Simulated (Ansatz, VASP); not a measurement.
# One calculation of As, two programs

```
As
1.0
     1.73863   -5.05239    0.03193
     1.73863    5.05239    0.03193
    -0.08234    0.00000    4.33105
As
3
Direct
  0.99911 0.32988 0.84477
  0.16439 0.16439 0.37984
  0.32988 0.99911 0.84477
```

Alike in both runs: functional PBE; k mesh 14 × 14 × 12; occupations gaussian, width 0.1 eV; no spin polarisation.

Ansatz relaxed the structure, and its values are those at the end. VASP's run is a single point on that final structure, the one shown.

|  | VASP | Ansatz |
| --- | --- | --- |
| version | VASP 6.6.1 | Ansatz 0.2.0 |
| potentials or method | VASP PAW PBE potentials, release 64 (As), cutoff 520 eV | scalar-relativistic, plane waves, PAW |
| valence electrons in the cell | 15 | 45 |

```tsv
	VASP	Ansatz	Ansatz less VASP
gap on the k mesh at the Fermi level (eV)	none	none	-
pressure (GPa)	0.2	0.0	-0.19
rms of the force components (eV/Å)	0.023	0.003	-0.0202
```

A gap of «none» marks a metal or a gap that the smearing closes. The functional is the same, so the differences come from potentials, cutoffs and numerics. VASP's potentials hold 15 valence electrons a cell and Ansatz's 45, so a difference there can come from the potentials and not from the codes.
